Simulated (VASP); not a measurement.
# BN (Qingsongite) (F-43m) in VASP: further runs

The runs below take BN (Qingsongite) through relaxation of cell and atoms, with PBEsol.

Everything below comes from runs of VASP 6.6.1. Logs are shortened: lines on timing, memory, paths and dates and some standing lists are left out, and cuts for length are marked.

**1. The cell of the first run**

It takes space group F-43m (No. 216, cubic). Conventional cell: a = 3.615 Å, b = 3.615 Å, c = 3.615 Å, α = 90.00°, β = 90.00°, γ = 90.00°. Within 2.1 Å of B (site symmetry -43m) lie 4 N at 1.57 Å. N (site symmetry -43m) has 4 B at 1.57 Å within 2.1 Å.

**2. Relaxation of cell and atoms, PBEsol, target pressure 162 GPa, at which the enthalpy is minimised**

Contents of INCAR:

```
ALGO = Normal ; EDIFF = 1E-7
EDIFFG = -0.05 ; ENCUT = 600
GGA = PS ; GGA_COMPAT = False
IBRION = 2 ; ISIF = 3
ISMEAR = 0 ; LASPH = True
LCHARG = False ; LREAL = False
LWAVE = False ; NELM = 120
NELMIN = 4 ; NSW = 80
PREC = Accurate ; PSTRESS = 1620.0
SIGMA = 0.1
```

Contents of KPOINTS:

```
k-points
0
Gamma
  10 10 10
```

Contents of POSCAR:

```
BN
1.0
    0.0000000000      1.8075000000      1.8075000000
    1.8075000000      0.0000000000      1.8075000000
    1.8075000000      1.8075000000      0.0000000000
B N
1 1
Direct
    0.0000000000      0.0000000000      0.0000000000
    0.2500000000      0.2500000000      0.2500000000
```

Potentials or basis: VASP PAW PBE potentials, release 64 (B, N).

Run with:

```bash
cat potpaw_PBE.64/B/POTCAR potpaw_PBE.64/N/POTCAR > POTCAR
mpirun -np 1 vasp_std > vasp.out
```

OUTCAR:

```text
EDIFF = 1E-7
   EDIFFG = -0.05
   ENCUT = 600
   GGA = PS
   IBRION = 2
   ISIF = 3
   ISMEAR = 0
   LASPH = True
   LREAL = False
   NELM = 120
   NELMIN = 4
   NSW = 80
   PREC = Accurate
   PSTRESS = 1620.0

 ion  position               nearest neighbor table
   1  0.000  0.000  0.000-   2 1.57   2 1.57   2 1.57   2 1.57
   2  0.250  0.250  0.250-   1 1.57   1 1.57   1 1.57   1 1.57

  LATTYP: Found a face centered cubic cell.
 ALAT       =     3.6150000000

  Lattice vectors:

 A1 = (   0.0000000000,   1.8075000000,   1.8075000000)
 A2 = (   1.8075000000,   0.0000000000,   1.8075000000)
 A3 = (   1.8075000000,   1.8075000000,   0.0000000000)

Analysis of symmetry for initial positions (statically):
=====================================================================
 Subroutine PRICEL returns:
 Original cell was already a primitive cell.

 Routine SETGRP: Setting up the symmetry group for a
 face centered cubic supercell.

 Subroutine GETGRP returns: Found 24 space group operations
 (whereof 24 operations were pure point group operations)
 out of a pool of 48 trial point group operations.

The static configuration has the point symmetry T_d .

Analysis of symmetry for dynamics (positions and initial velocities):
=====================================================================
 Subroutine PRICEL returns:
 Original cell was already a primitive cell.

 Routine SETGRP: Setting up the symmetry group for a
 face centered cubic supercell.

 Subroutine GETGRP returns: Found 24 space group operations
 (whereof 24 operations were pure point group operations)
 out of a pool of 48 trial point group operations.

The dynamic configuration has the point symmetry T_d .

 Subroutine INISYM returns: Found 24 space group operations
 (whereof 24 operations are pure point group operations),
 and found     1 'primitive' translations

----------------------------------------------------------------------------------------

                                     Primitive cell

  volume of cell :      11.8104

  direct lattice vectors                    reciprocal lattice vectors
     0.000000000  1.807500000  1.807500000    -0.276625173  0.276625173  0.276625173
     1.807500000  0.000000000  1.807500000     0.276625173 -0.276625173  0.276625173
     1.807500000  1.807500000  0.000000000     0.276625173  0.276625173 -0.276625173

  length of vectors
     2.556191014  2.556191014  2.556191014     0.479128854  0.479128854  0.479128854

  position of ions in fractional coordinates (direct lattice)
     0.000000000  0.000000000  0.000000000
     0.250000000  0.250000000  0.250000000

  ion indices of the primitive-cell ions
   primitive index   ion index
                 1           1
                 2           2

----------------------------------------------------------------------------------------

 KPOINTS: k-points

Automatic generation of k-mesh.
 Grid dimensions read from file:
 generate k-points for:   10   10   10

 Generating k-lattice:

  Cartesian coordinates                     Fractional coordinates (reciprocal lattice)
    -0.027662517  0.027662517  0.027662517     0.100000000  0.000000000  0.000000000
     0.027662517 -0.027662517  0.027662517     0.000000000  0.100000000  0.000000000
     0.027662517  0.027662517 -0.027662517     0.000000000  0.000000000  0.100000000

  Length of vectors
     0.047912885  0.047912885  0.047912885

  Shift w.r.t. Gamma in fractional coordinates (k-lattice)
     0.000000000  0.000000000  0.000000000

 Subroutine IBZKPT returns following result:
 ===========================================

 Found     47 irreducible k-points:

 Following reciprocal coordinates:
            Coordinates               Weight
  0.000000  0.000000  0.000000      1.000000
  0.100000  0.000000  0.000000      8.000000
  0.200000  0.000000  0.000000      8.000000
  0.300000  0.000000  0.000000      8.000000
  0.400000  0.000000  0.000000      8.000000
  0.500000  0.000000  0.000000      4.000000
[... 16 lines left out ...]
  0.300000  0.300000  0.000000      6.000000
  0.400000  0.300000  0.000000     24.000000
 [... further k-points ...]
   k-points           NKPTS =     47   k-points in BZ     NKDIM =     47   number of bands    NBANDS=      8
   number of dos      NEDOS =    301   number of ions     NIONS =      2
   total plane-waves  NPLWV =   8000
   dimension x,y,z NGX =    20 NGY =   20 NGZ =   20
   dimension x,y,z NGXF=    40 NGYF=   40 NGZF=   40
   ions per type =               1   1
   NGX,Y,Z   is equivalent  to a cutoff of  13.01, 13.01, 13.01 a.u.
   NGXF,Y,Z  is equivalent  to a cutoff of  26.01, 26.01, 26.01 a.u.
 SYSTEM =  unknown system
   PREC   = accura    normal or accurate (medium, high low for compatibility)
   ISTART =      0    job   : 0-new  1-cont  2-samecut
   ICHARG =      2    charge: 1-file 2-atom 10-const
   ISPIN  =      1    spin polarized calculation?
   LNONCOLLINEAR =      F non collinear calculations
   LSORBIT =      F    spin-orbit coupling
   LASPH  =      T    aspherical Exc in radial PAW
   ENCUT  =  600.0 eV  44.10 Ry    6.64 a.u.   5.11  5.11  5.11*2*pi/ulx,y,z
   NELM   =    120;   NELMIN=  4; NELMDL= -5     # of ELM steps
   EDIFF  = 0.1E-06   stopping-criterion for ELM
   LREAL  =      F    real-space projection
   EDIFFG = -.5E-01   stopping-criterion for IOM
   NSW    =     80    number of steps for IOM
   IBRION =      2    ionic relax: 0-MD 1-quasi-New 2-CG
   NFREE  =      1    steps in history (QN), initial steepest desc. (CG)
   ISIF   =      3    stress and relaxation
   ISYM   =      2    0-nonsym 1-usesym 2-fastsym
   POTIM  = 0.5000    time-step for ionic-motion
   TEBEG  =    0.0;   TEEND  =   0.0 temperature during run
   PSTRESS= 1620.0 pullay stress
   NELECT =       8.0000    total number of electrons
   NUPDOWN=      -1.0000    fix difference up-down
   EMIN   =  10.00;   EMAX   =-10.00  energy-range for DOS
   EFERMI =   0.00;   METHOD = LEGACY
   ISMEAR =     0;   SIGMA  =   0.10  broadening in eV -4-tet -1-fermi 0-gaus
   EFERMI_NEDOS =   21; number of points for ismear=-14 and -15
   IALGO  =     38    algorithm
   IMIX   =      4    mixing-type and parameters
     AMIX     =   0.40;   BMIX     =  1.00
     AMIX_MAG =   1.60;   BMIX_MAG =  1.00
  volume/ion in A,a.u.               =       5.91        39.85
  Fermi-wavevector in a.u.,A,eV,Ry     =   1.437749  2.716952 28.124920  2.067123
  Thomas-Fermi vector in A             =   2.556793
   LORBIT       =      0    0 simple, 1 ext, 2 COOP (PROOUT), +10 PAW based schemes
   GGA     = PS    functional components
   LHFCALC =     F    Hartree Fock is set to
   AEXX    =    0.0000 exact exchange contribution
   IVDW    =     0    specifies the selected vdW correction
   LEPSILON=     F    determine dielectric tensor
   LRPA    =     F    only Hartree local field effects (RPA)
 conjugate gradient relaxation of ions
 non-spin polarized calculation
 Gauss-broadening in eV      SIGMA  =   0.10
  energy-cutoff  :      600.00
  volume of cell :       11.81
 maximum number of plane-waves:       411
   NGX = 11   NGY = 11   NGZ = 11

--------------------------------------- Ionic step        1  -------------------------------------------

 number of electron       7.9999999 magnetization

 Free energy of the ion-electron system (eV)
  ---------------------------------------------------
  ext. energy  EPLUGINS =         0.00000000
  ---------------------------------------------------
  free energy    TOTEN  =       -18.35031651 eV

  energy without entropy =      -18.35031651  energy(sigma->0) =      -18.35031651

 E-fermi :   7.8542     XC(G=0): -13.0163

 val. band max:        7.3623533774   @ k =   0.0000   0.0000   0.0000
 cond. band min:      11.6393132598   @ k =   0.5000   0.5000   0.0000
 fundamental gap:      4.2769598824
 Fermi energy:         7.8542414583

 k-point     1 :       0.0000    0.0000    0.0000
  band No.  band energies     occupation
      1     -12.8906      2.00000
      2       7.3624      2.00000
      3       7.3624      2.00000
      4       7.3624      2.00000
      5      16.1240      0.00000
      6      16.1240      0.00000
      7      16.1240      0.00000
      8      17.6307      0.00000

 k-point     2 :       0.1000    0.0000    0.0000
  band No.  band energies     occupation
      1     -12.6461      2.00000
      2       6.0832      2.00000
      3       7.1065      2.00000
      4       7.1065      2.00000
      5      16.3867      0.00000
      6      16.5101      0.00000
      7      16.5101      0.00000
      8      18.4378      0.00000

 k-point     3 :       0.2000    0.0000    0.0000
  band No.  band energies     occupation
      1     -11.9263      2.00000
      2       3.3511      2.00000
      3       6.5321      2.00000
      4       6.5321      2.00000
      5      16.7586      0.00000
      6      17.3051      0.00000
      7      17.3051      0.00000
      8      20.0920      0.00000
[... 358 lines left out ...]
 VOLUME and BASIS-vectors are now :
 -----------------------------------------------------------------------------
  energy-cutoff  :      600.00
  volume of cell :        9.33
      direct lattice vectors                 reciprocal lattice vectors
     0.000000000  1.671166698  1.671166698    -0.299192176  0.299192176  0.299192176
     1.671166698  0.000000000  1.671166698     0.299192176 -0.299192176  0.299192176
     1.671166698  1.671166698 -0.000000000     0.299192176  0.299192176 -0.299192176

 POSITION                                       TOTAL-FORCE (eV/Angst)
 -----------------------------------------------------------------------------------
      0.00000      0.00000      0.00000        -0.000000     -0.000000     -0.000000
      0.83558      0.83558      0.83558         0.000000      0.000000      0.000000
 -----------------------------------------------------------------------------------
    total drift:                                0.000000      0.000000     -0.000000

  FREE ENERGIE OF THE ION-ELECTRON SYSTEM (eV)
  ---------------------------------------------------
  free  energy   TOTEN  =       -17.5136119805 eV

  energy  without entropy=      -17.5136119805  energy(sigma->0) =      -17.51361198

  enthalpy is  TOTEN    =        -8.0753126733 eV   P V=        9.4382993072

--------------------------------------- Ionic step        5  -------------------------------------------

 number of electron       8.0000000 magnetization

 Free energy of the ion-electron system (eV)
  ---------------------------------------------------
  ext. energy  EPLUGINS =         0.00000000
  ---------------------------------------------------
  free energy    TOTEN  =       -17.23002798 eV

  energy without entropy =      -17.23002798  energy(sigma->0) =      -17.23002798

 E-fermi :  11.6000     XC(G=0): -14.3783

 val. band max:       11.0591648970   @ k =   0.0000   0.0000   0.0000
 cond. band min:      15.5772853868   @ k =   0.5000   0.5000   0.0000
 fundamental gap:      4.5181204898
 Fermi energy:        11.6000422502

 k-point     1 :       0.0000    0.0000    0.0000
  band No.  band energies     occupation
      1     -12.5970      2.00000
      2      11.0592      2.00000
      3      11.0592      2.00000
      4      11.0592      2.00000
      5      21.0841      0.00000
      6      21.0841      0.00000
      7      21.0841      0.00000
      8      26.0263      0.00000

 k-point     2 :       0.1000    0.0000    0.0000
  band No.  band energies     occupation
      1     -12.2989      2.00000
      2       9.5003      2.00000
      3      10.7145      2.00000
      4      10.7145      2.00000
      5      21.6030      0.00000
      6      21.6030      0.00000
      7      21.8059      0.00000
      8      26.6467      0.00000

 k-point     3 :       0.2000    0.0000    0.0000
  band No.  band energies     occupation
      1     -11.4141      2.00000
      2       6.1780      2.00000
      3       9.9585      2.00000
      4       9.9585      2.00000
      5      22.6199      0.00000
      6      22.6199      0.00000
      7      22.9790      0.00000
      8      27.8851      0.00000
[... 244 lines left out ...]
 VOLUME and BASIS-vectors are now :
 -----------------------------------------------------------------------------
  energy-cutoff  :      600.00
  volume of cell :        9.03
      direct lattice vectors                 reciprocal lattice vectors
     0.000000000  1.652622460  1.652622460    -0.302549440  0.302549440  0.302549440
     1.652622460  0.000000000  1.652622460     0.302549440 -0.302549440  0.302549440
     1.652622460  1.652622460 -0.000000000     0.302549440  0.302549440 -0.302549440

 POSITION                                       TOTAL-FORCE (eV/Angst)
 -----------------------------------------------------------------------------------
      0.00000      0.00000      0.00000         0.000000      0.000000      0.000000
      0.82631      0.82631      0.82631        -0.000000     -0.000000     -0.000000
 -----------------------------------------------------------------------------------
    total drift:                                0.000000      0.000000     -0.000000

  FREE ENERGIE OF THE ION-ELECTRON SYSTEM (eV)
  ---------------------------------------------------
  free  energy   TOTEN  =       -17.2300279800 eV

  energy  without entropy=      -17.2300279800  energy(sigma->0) =      -17.23002798

  enthalpy is  TOTEN    =        -8.1024536156 eV   P V=        9.1275743644

 reached required accuracy - stopping structural energy minimisation
```

It took 9.1 s on 1 thread of Intel Xeon 6975P-C (Granite Rapids), shared host; peak memory 0.12 GiB.

Results:

```yaml
Free_energy: -17.2300 eV
Relaxed_volume: 4.51 Å³/atom
Relaxed_cell: a = 2.337 Å, b = 2.337 Å, c = 2.337 Å, α = 60.00°, β = 60.00°, γ = 60.00°
Space_group_after_relaxing_to_0.05_Å: F-43m (No. 216)
Energy_change_on_relaxing_the_enthalpy_is_what_falls: +560.1 meV/atom
Ionic_steps: 5
Pressure_after_relaxing: 162.7 GPa
Band_gap_on_the_k_mesh: 4.52 eV, indirect (least direct gap 10.02 eV)
```

Step by step:
| step | energy change (eV) | largest force (eV/Å) | pressure (GPa) | volume (Å³) |
| --- | --- | --- | --- | --- |
| 1 | 0.0000 | 0.0000 | -2.64 | 11.81 |
| 2 | 25.9527 | 0.0000 | 2438.38 | 4.18 |
| 3 | 0.5228 | 0.0000 | 98.63 | 9.77 |
| 4 | 0.8367 | 0.0000 | 133.67 | 9.33 |
| 5 | 1.1203 | 0.0000 | 162.69 | 9.03 |

Final structure:
```
CELL_PARAMETERS angstrom
0.00000 1.65262 1.65262
1.65262 0.00000 1.65262
1.65262 1.65262 0.00000
ATOMIC_POSITIONS crystal
B 0.00000 0.00000 0.00000
N 0.25000 0.25000 0.25000
```

Caveat: the cell is relaxed towards a set pressure, so the enthalpy falls and the energy may rise; the volume moved by over 15 % at a fixed basis, so the end points are rough; the PAW data sets were made with another functional, which shifts forces and pressure a little. A k mesh can miss the band edges.

(Continued in part 2 of 2.)
